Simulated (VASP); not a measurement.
# Zn (Pm-3m) in VASP: a series of runs

Runs on Zn. Level: r2SCAN. Tasks: single point.

All numbers are computed with VASP 6.6.1; they aren't measurements. Logs are shortened: lines on timing, memory, paths and dates and some standing lists are left out, and cuts for length are marked.

## Step 1: The cell of the first run

Symmetry: Pm-3m, No. 221, cubic system. The conventional cell has a = 2.581 Å, b = 2.581 Å, c = 2.581 Å, α = 90.00°, β = 90.00°, γ = 90.00°. Zn (site symmetry m-3m) has 6 Zn at 2.58 Å within 3.4 Å.

This isn't the form of Zn at room conditions, which is hcp.

## Step 2: Single point, r2SCAN

File POSCAR:

```
Zn
1.0
    2.5811580167      0.0000000000      0.0000000000
    0.0000000000      2.5811580167      0.0000000000
    0.0000000000      0.0000000000      2.5811580167
Zn
1
Direct
    0.0000000000      0.0000000000      0.0000000000
```

File INCAR.step1:

```
SYSTEM = Zn
ALGO = Normal
EDIFF = 1E-5
ENCUT = 550
GGA = PE
GGA_COMPAT = .FALSE.
ISMEAR = -1
LASPH = .TRUE.
LCHARG = .FALSE.
LREAL = .FALSE.
LWAVE = .TRUE.
NBANDS = 12
NELM = 120
PREC = Accurate
SIGMA = 0.1
```

File INCAR.step2:

```
SYSTEM = Zn
ALGO = Normal
EDIFF = 1E-6
ENCUT = 550
GGA_COMPAT = .FALSE.
ISIF = 2
ISMEAR = -1
ISTART = 1
LASPH = .TRUE.
LCHARG = .FALSE.
LMIXTAU = .TRUE.
LREAL = .FALSE.
LWAVE = .FALSE.
METAGGA = R2SCAN
NBANDS = 12
NELM = 120
PREC = Accurate
SIGMA = 0.1
```

File KPOINTS:

```
k-points
0
G
  12 12 12
  0 0 0
```

Potentials or basis: VASP PAW PBE potentials, release 64 (Zn).

Started as:

```console
> cat potpaw_PBE.64/Zn/POTCAR > POTCAR
> cp INCAR.step1 INCAR
> mpirun -np 1 vasp_std > vasp.out
> cp INCAR.step2 INCAR
> mpirun -np 1 vasp_std > vasp.out
```

OUTCAR:

```text
SYSTEM = Zn
   EDIFF = 1E-6
   ENCUT = 550
   ISIF = 2
   ISMEAR = -1
   ISTART = 1
   LASPH = .TRUE.
   LREAL = .FALSE.
   METAGGA = R2SCAN
   NELM = 120
   PREC = Accurate

 ion  position               nearest neighbor table
   1  0.000  0.000  0.000-

  LATTYP: Found a simple cubic cell.
 ALAT       =     2.5811580167

  Lattice vectors:

 A1 = (   2.5811580167,   0.0000000000,   0.0000000000)
 A2 = (   0.0000000000,   2.5811580167,   0.0000000000)
 A3 = (   0.0000000000,   0.0000000000,   2.5811580167)

Analysis of symmetry for initial positions (statically):
=====================================================================
 Subroutine PRICEL returns:
 Original cell was already a primitive cell.

 Routine SETGRP: Setting up the symmetry group for a
 simple cubic supercell.

 Subroutine GETGRP returns: Found 48 space group operations
 (whereof 48 operations were pure point group operations)
 out of a pool of 48 trial point group operations.

The static configuration has the point symmetry O_h .

Analysis of symmetry for dynamics (positions and initial velocities):
=====================================================================
 Subroutine PRICEL returns:
 Original cell was already a primitive cell.

 Routine SETGRP: Setting up the symmetry group for a
 simple cubic supercell.

 Subroutine GETGRP returns: Found 48 space group operations
 (whereof 48 operations were pure point group operations)
 out of a pool of 48 trial point group operations.

The dynamic configuration has the point symmetry O_h .

 Subroutine INISYM returns: Found 48 space group operations
 (whereof 48 operations are pure point group operations),
 and found     1 'primitive' translations

----------------------------------------------------------------------------------------

                                     Primitive cell

  volume of cell :      17.1966

  direct lattice vectors                    reciprocal lattice vectors
     2.581158017  0.000000000  0.000000000     0.387423007  0.000000000  0.000000000
     0.000000000  2.581158017  0.000000000     0.000000000  0.387423007  0.000000000
     0.000000000  0.000000000  2.581158017     0.000000000  0.000000000  0.387423007

  length of vectors
     2.581158017  2.581158017  2.581158017     0.387423007  0.387423007  0.387423007

  position of ions in fractional coordinates (direct lattice)
     0.000000000  0.000000000  0.000000000

  ion indices of the primitive-cell ions
   primitive index   ion index
                 1           1

----------------------------------------------------------------------------------------

 KPOINTS: k-points

Automatic generation of k-mesh.
 Grid dimensions read from file:
 generate k-points for:   12   12   12

 Generating k-lattice:

  Cartesian coordinates                     Fractional coordinates (reciprocal lattice)
     0.032285251  0.000000000  0.000000000     0.083333333  0.000000000  0.000000000
     0.000000000  0.032285251  0.000000000     0.000000000  0.083333333  0.000000000
     0.000000000  0.000000000  0.032285251     0.000000000  0.000000000  0.083333333

  Length of vectors
     0.032285251  0.032285251  0.032285251

  Shift w.r.t. Gamma in fractional coordinates (k-lattice)
     0.000000000  0.000000000  0.000000000

 Subroutine IBZKPT returns following result:
 ===========================================

 Found     84 irreducible k-points:

 Following reciprocal coordinates:
            Coordinates               Weight
  0.000000  0.000000  0.000000      1.000000
  0.083333  0.000000  0.000000      6.000000
  0.166667  0.000000  0.000000      6.000000
  0.250000  0.000000  0.000000      6.000000
  0.333333  0.000000  0.000000      6.000000
  0.416667  0.000000  0.000000      6.000000
[... 16 lines left out ...]
  0.333333  0.333333  0.000000     12.000000
  0.416667  0.333333  0.000000     24.000000
 [... further k-points ...]
   k-points           NKPTS =     84   k-points in BZ     NKDIM =     84   number of bands    NBANDS=     12
   number of dos      NEDOS =    301   number of ions     NIONS =      1
   total plane-waves  NPLWV =   8000
   dimension x,y,z NGX =    20 NGY =   20 NGZ =   20
   dimension x,y,z NGXF=    40 NGYF=   40 NGZF=   40
   ions per type =               1
   NGX,Y,Z   is equivalent  to a cutoff of  12.88, 12.88, 12.88 a.u.
   NGXF,Y,Z  is equivalent  to a cutoff of  25.76, 25.76, 25.76 a.u.
 SYSTEM =  Zn
   PREC   = accura    normal or accurate (medium, high low for compatibility)
   ISTART =      1    job   : 0-new  1-cont  2-samecut
   ICHARG =      0    charge: 1-file 2-atom 10-const
   ISPIN  =      1    spin polarized calculation?
   LNONCOLLINEAR =      F non collinear calculations
   LSORBIT =      F    spin-orbit coupling
   LASPH  =      T    aspherical Exc in radial PAW
   ENCUT  =  550.0 eV  40.42 Ry    6.36 a.u.   4.94  4.94  4.94*2*pi/ulx,y,z
   NELM   =    120;   NELMIN=  2; NELMDL=  0     # of ELM steps
   EDIFF  = 0.1E-05   stopping-criterion for ELM
   LREAL  =      F    real-space projection
   EDIFFG = 0.1E-04   stopping-criterion for IOM
   NSW    =      0    number of steps for IOM
   IBRION =     -1    ionic relax: 0-MD 1-quasi-New 2-CG
   NFREE  =      0    steps in history (QN), initial steepest desc. (CG)
   ISIF   =      2    stress and relaxation
   ISYM   =      2    0-nonsym 1-usesym 2-fastsym
   POTIM  = 0.5000    time-step for ionic-motion
   TEBEG  =    0.0;   TEEND  =   0.0 temperature during run
   PSTRESS=    0.0 pullay stress
   NELECT =      12.0000    total number of electrons
   NUPDOWN=      -1.0000    fix difference up-down
   EMIN   =  10.00;   EMAX   =-10.00  energy-range for DOS
   EFERMI =   0.00;   METHOD = LEGACY
   ISMEAR =    -1;   SIGMA  =   0.10  broadening in eV -4-tet -1-fermi 0-gaus
   EFERMI_NEDOS =   21; number of points for ismear=-14 and -15
   IALGO  =     38    algorithm
   IMIX   =      4    mixing-type and parameters
     AMIX     =   0.40;   BMIX     =  1.00
     AMIX_MAG =   1.60;   BMIX_MAG =  1.00
  volume/ion in A,a.u.               =      17.20       116.05
  Fermi-wavevector in a.u.,A,eV,Ry     =   1.452069  2.744013 28.687953  2.108505
  Thomas-Fermi vector in A             =   2.569494
   LORBIT       =      0    0 simple, 1 ext, 2 COOP (PROOUT), +10 PAW based schemes
   METAGGA = R2SCAN    functional components
   LHFCALC =     F    Hartree Fock is set to
   AEXX    =    0.0000 exact exchange contribution
   IVDW    =     0    specifies the selected vdW correction
   LEPSILON=     F    determine dielectric tensor
   LRPA    =     F    only Hartree local field effects (RPA)
 non-spin polarized calculation
  energy-cutoff  :      550.00
  volume of cell :       17.20
 maximum number of plane-waves:       518
 NGX is ok and might be reduce to    20
   NGX =  9   NGY =  9   NGZ =  9

 number of electron      11.9999966 magnetization

 Free energy of the ion-electron system (eV)
  ---------------------------------------------------
  ext. energy  EPLUGINS =         0.00000000
  ---------------------------------------------------
  free energy    TOTEN  =        -8.60387057 eV

  energy without entropy =       -8.59215374  energy(sigma->0) =       -8.59801216

 E-fermi :   1.9944     XC(G=0): -11.7534

 val. band max:        1.9386157428   @ k =   0.5000   0.3333   0.0833
 cond. band min:       2.0047528342   @ k =   0.4167   0.1667   0.0833
 fundamental gap:      0.0661370914
 Fermi energy:         1.9944135128

 k-point     1 :       0.0000    0.0000    0.0000
  band No.  band energies     occupation
      1      -7.7400      2.00000
      2      -6.4203      2.00000
      3      -6.4203      2.00000
      4      -5.1146      2.00000
      5      -5.1146      2.00000
      6      -5.1146      2.00000
      7      15.3573      0.00000
      8      15.3573      0.00000
      9      15.3573      0.00000
     10      18.0814      0.00000
     11      18.0814      0.00000
     12      21.9516      0.00000

 k-point     2 :       0.0833    0.0000    0.0000
  band No.  band energies     occupation
      1      -7.5741      2.00000
      2      -6.4107      2.00000
      3      -6.3720      2.00000
      4      -5.1409      2.00000
      5      -5.1409      2.00000
      6      -5.1124      2.00000
      7      12.9761      0.00000
      8      15.5520      0.00000
      9      15.5520      0.00000
     10      18.2059      0.00000
     11      19.7791      0.00000
     12      23.0074      0.00000

 k-point     3 :       0.1667    0.0000    0.0000
  band No.  band energies     occupation
      1      -7.1184      2.00000
      2      -6.3844      2.00000
      3      -6.1943      2.00000
      4      -5.2120      2.00000
      5      -5.2120      2.00000
      6      -5.1065      2.00000
      7       9.7208      0.00000
      8      16.1256      0.00000
      9      16.1256      0.00000
     10      18.5829      0.00000
     11      20.7936      0.00000
     12      26.3400      0.00000
[... 286 lines left out ...]
 k-point    23 :       0.3333    0.3333    0.0000
  band No.  band energies     occupation
      1      -6.1687      2.00000
      2      -6.0550      2.00000
      3      -5.3658      2.00000
      4      -5.3529      2.00000
      5      -5.3482      2.00000
      6      -2.0404      2.00000
      7       5.2186      0.00000
      8       7.7004      0.00000
      9      14.8678      0.00000
     10      21.1774      0.00000
     11      23.4451      0.00000
     12      28.8685      0.00000

 k-point    24 :       0.4167    0.3333    0.0000
  band No.  band energies     occupation
      1      -6.1616      2.00000
      2      -6.1263      2.00000
      3      -5.4205      2.00000
      4      -5.3459      2.00000
      5      -5.1913      2.00000
      6      -0.5395      2.00000
      7       3.4875      0.00000
      8       8.2336      0.00000
      9      12.6365      0.00000
     10      22.5775      0.00000
     11      24.5778      0.00000
     12      27.7406      0.00000

 [... further k-points ...]
[... 5 lines left out ...]
  --------------------------------------------------------------------------------------
  -------------------------------------------------------------------------------------
  Total        0.0230541      0.0230541      0.0230541      0.0000000      0.0000000      0.0000000
  in kB        2.1479049      2.1479049      2.1479049      0.0000000      0.0000000      0.0000000
  external PRESSURE =       2.1479049 kB  Pullay stress =       0.0000000 kB

 VOLUME and BASIS-vectors are now :
 -----------------------------------------------------------------------------
  energy-cutoff  :      550.00
  volume of cell :       17.20
      direct lattice vectors                 reciprocal lattice vectors
     2.581158017  0.000000000  0.000000000     0.387423007  0.000000000  0.000000000
     0.000000000  2.581158017  0.000000000     0.000000000  0.387423007  0.000000000
     0.000000000  0.000000000  2.581158017     0.000000000  0.000000000  0.387423007

 POSITION                                       TOTAL-FORCE (eV/Angst)
 -----------------------------------------------------------------------------------
      0.00000      0.00000      0.00000         0.000000      0.000000      0.000000
 -----------------------------------------------------------------------------------
    total drift:                                0.000000      0.000000      0.000000

  FREE ENERGIE OF THE ION-ELECTRON SYSTEM (eV)
  ---------------------------------------------------
  free  energy   TOTEN  =        -8.6038705691 eV

  energy  without entropy=       -8.5921537415  energy(sigma->0) =       -8.59801216
```

Wall time 20 s (1 thread of Intel Xeon 6975P-C (Granite Rapids), shared host); peak memory 0.13 GiB.

Results:

- Free energy: -8.6039 eV
- Pressure: 0.2 GPa
- Band gap on the k mesh: zero (bands 6 and 7 overlap by 8.92 eV)

Caveat: the PAW data sets were made with another functional, which shifts forces and pressure a little.

## Step 3: Single point, r2SCAN (15.13 Å³/atom)

This run uses another cell than the first one, of 15.13 Å³/atom.

File POSCAR:

```
Zn
1.0
    2.4734823551      0.0000000000      0.0000000000
    0.0000000000      2.4734823551      0.0000000000
    0.0000000000      0.0000000000      2.4734823551
Zn
1
Direct
    0.0000000000      0.0000000000      0.0000000000
```

File INCAR.step1:

```
SYSTEM = Zn
  PREC = Accurate
  ENCUT = 550
  ISMEAR = -1
  SIGMA = 0.1
  LREAL = .False.
  LASPH = .True.
  NELM = 120
  NBANDS = 12
  GGA = PE
  ALGO = Normal
  EDIFF = 1E-5
  LWAVE = .True.
  LCHARG = .False.
  GGA_COMPAT = .False.
```

File INCAR.step2:

```
SYSTEM = Zn
  PREC = Accurate
  ENCUT = 550
  EDIFF = 1E-6
  ISMEAR = -1
  SIGMA = 0.1
  LREAL = .False.
  LASPH = .True.
  NELM = 120
  ALGO = Normal
  ISIF = 2
  LWAVE = .False.
  LCHARG = .False.
  METAGGA = R2SCAN
  LMIXTAU = .True.
  NBANDS = 12
  ISTART = 1
  GGA_COMPAT = .False.
```

File KPOINTS:

```
Automatic mesh
0
Gamma
  14 14 14
  0 0 0
```

Potentials or basis: VASP PAW PBE potentials, release 64 (Zn).

Started as:

```console
> cat potpaw_PBE.64/Zn/POTCAR > POTCAR
> cp INCAR.step1 INCAR
> mpirun -np 1 vasp_std > vasp.out
> cp INCAR.step2 INCAR
> mpirun -np 1 vasp_std > vasp.out
```

OUTCAR:

```text
SYSTEM = Zn
   PREC = Accurate
   ENCUT = 550
   EDIFF = 1E-6
   ISMEAR = -1
   LREAL = .False.
   LASPH = .True.
   NELM = 120
   ISIF = 2
   METAGGA = R2SCAN
   ISTART = 1

 ion  position               nearest neighbor table
   1  0.000  0.000  0.000-

  LATTYP: Found a simple cubic cell.
 ALAT       =     2.4734823551

  Lattice vectors:

 A1 = (   2.4734823551,   0.0000000000,   0.0000000000)
 A2 = (   0.0000000000,   2.4734823551,   0.0000000000)
 A3 = (   0.0000000000,   0.0000000000,   2.4734823551)

Analysis of symmetry for initial positions (statically):
=====================================================================
 Subroutine PRICEL returns:
 Original cell was already a primitive cell.

 Routine SETGRP: Setting up the symmetry group for a
 simple cubic supercell.

 Subroutine GETGRP returns: Found 48 space group operations
 (whereof 48 operations were pure point group operations)
 out of a pool of 48 trial point group operations.

The static configuration has the point symmetry O_h .

Analysis of symmetry for dynamics (positions and initial velocities):
=====================================================================
 Subroutine PRICEL returns:
 Original cell was already a primitive cell.

 Routine SETGRP: Setting up the symmetry group for a
 simple cubic supercell.

 Subroutine GETGRP returns: Found 48 space group operations
 (whereof 48 operations were pure point group operations)
 out of a pool of 48 trial point group operations.

The dynamic configuration has the point symmetry O_h .

 Subroutine INISYM returns: Found 48 space group operations
 (whereof 48 operations are pure point group operations),
 and found     1 'primitive' translations

----------------------------------------------------------------------------------------

                                     Primitive cell

[... 108 lines left out ...]
     AMIX_MAG =   1.60;   BMIX_MAG =  1.00
  volume/ion in A,a.u.               =      15.13       102.12
  Fermi-wavevector in a.u.,A,eV,Ry     =   1.515281  2.863465 31.240006  2.296076
  Thomas-Fermi vector in A             =   2.624826
   LORBIT       =      0    0 simple, 1 ext, 2 COOP (PROOUT), +10 PAW based schemes
   METAGGA = R2SCAN    functional components
   LHFCALC =     F    Hartree Fock is set to
   AEXX    =    0.0000 exact exchange contribution
   IVDW    =     0    specifies the selected vdW correction
   LEPSILON=     F    determine dielectric tensor
   LRPA    =     F    only Hartree local field effects (RPA)
 non-spin polarized calculation
  energy-cutoff  :      550.00
  volume of cell :       15.13
 maximum number of plane-waves:       466
 NGX is ok and might be reduce to    20
   NGX =  9   NGY =  9   NGZ =  9

 number of electron      12.0000004 magnetization

 Free energy of the ion-electron system (eV)
  ---------------------------------------------------
  ext. energy  EPLUGINS =         0.00000000
  ---------------------------------------------------
  free energy    TOTEN  =        -8.54350676 eV

  energy without entropy =       -8.53172988  energy(sigma->0) =       -8.53761832

 E-fermi :   2.8164     XC(G=0): -12.5096

 val. band max:        2.7520310162   @ k =   0.5000   0.3571   0.1429
 cond. band min:       2.8729606054   @ k =   0.4286   0.2143   0.0714
 fundamental gap:      0.1209295892
 Fermi energy:         2.8164149389

 k-point     1 :       0.0000    0.0000    0.0000
  band No.  band energies     occupation
      1      -7.8698      2.00000
      2      -6.0573      2.00000
      3      -6.0573      2.00000
      4      -4.4216      2.00000
      5      -4.4216      2.00000
      6      -4.4216      2.00000
      7      17.3722      0.00000
      8      17.3722      0.00000
      9      17.3722      0.00000
     10      20.1596      0.00000
     11      20.1596      0.00000
     12      24.7129      0.00000
[... 331 lines left out ...]
 k-point    24 :       0.3571    0.2143    0.0000
  band No.  band energies     occupation
      1      -5.8342      2.00000
      2      -5.4391      2.00000
      3      -5.1768      2.00000
      4      -4.7836      2.00000
      5      -4.5633      2.00000
      6      -2.6765      2.00000
      7       5.0319      0.00000
      8      12.8525      0.00000
      9      20.1223      0.00000
     10      22.4675      0.00000
     11      24.8338      0.00000
     12      30.9580      0.00000

 [... further k-points ...]
[... 5 lines left out ...]
  --------------------------------------------------------------------------------------
  -------------------------------------------------------------------------------------
  Total        1.0659153      1.0659153      1.0659153     -0.0000000     -0.0000000      0.0000000
  in kB      112.8513649    112.8513649    112.8513649     -0.0000000     -0.0000000      0.0000000
  external PRESSURE =     112.8513649 kB  Pullay stress =       0.0000000 kB

 VOLUME and BASIS-vectors are now :
 -----------------------------------------------------------------------------
  energy-cutoff  :      550.00
  volume of cell :       15.13
      direct lattice vectors                 reciprocal lattice vectors
     2.473482355  0.000000000  0.000000000     0.404288310  0.000000000  0.000000000
     0.000000000  2.473482355  0.000000000     0.000000000  0.404288310  0.000000000
     0.000000000  0.000000000  2.473482355     0.000000000  0.000000000  0.404288310

 POSITION                                       TOTAL-FORCE (eV/Angst)
 -----------------------------------------------------------------------------------
      0.00000      0.00000      0.00000         0.000000      0.000000      0.000000
 -----------------------------------------------------------------------------------
    total drift:                                0.000000      0.000000      0.000000

  FREE ENERGIE OF THE ION-ELECTRON SYSTEM (eV)
  ---------------------------------------------------
  free  energy   TOTEN  =        -8.5435067602 eV

  energy  without entropy=       -8.5317298799  energy(sigma->0) =       -8.53761832
```

OSZICAR.step1:

```text
N       E                     dE             d eps       ncg     rms          rms(c)
DAV:   1     0.433211566107E+02    0.43321E+02   -0.68413E+03  2956   0.164E+03
DAV:   2     0.424536716951E+00   -0.42897E+02   -0.40195E+02  2992   0.219E+02
DAV:   3    -0.880927133545E+00   -0.13055E+01   -0.13031E+01  3340   0.371E+01
DAV:   4    -0.884081611036E+00   -0.31545E-02   -0.31544E-02  3156   0.181E+00
DAV:   5    -0.884084036961E+00   -0.24259E-05   -0.24262E-05  3208   0.487E-02    0.308E+00
DAV:   6    -0.779351080133E+00    0.10473E+00   -0.53739E-01  3344   0.147E+01    0.217E+00
DAV:   7    -0.772410717805E+00    0.69404E-02   -0.11589E-02  3124   0.203E+00    0.110E+00
DAV:   8    -0.769414457361E+00    0.29963E-02   -0.14570E-03  3408   0.472E-01    0.262E-02
DAV:   9    -0.769411566399E+00    0.28910E-05   -0.10349E-04  4012   0.137E-01    0.188E-02
DAV:  10    -0.769412540096E+00   -0.97370E-06   -0.46726E-06  1944   0.284E-02
   1 F= -.76941254E+00 E0= -.76340772E+00  d E =-.120096E-01
```

Run time: 27 s. Hardware: 1 thread of Intel Xeon 6975P-C (Granite Rapids), shared host; peak memory 0.14 GiB.

What came out:

```yaml
Free_energy: -8.5435 eV
Pressure: 11.3 GPa
Band_gap_on_the_k_mesh: zero (bands 6 and 7 overlap by 9.39 eV)
```

Caveat: the cell stands under pressure; the PAW data sets were made with another functional, which shifts forces and pressure a little.

[end of part 1 of 2]

The gap in the log of VASP goes by the Fermi energy; the results here count the filled bands.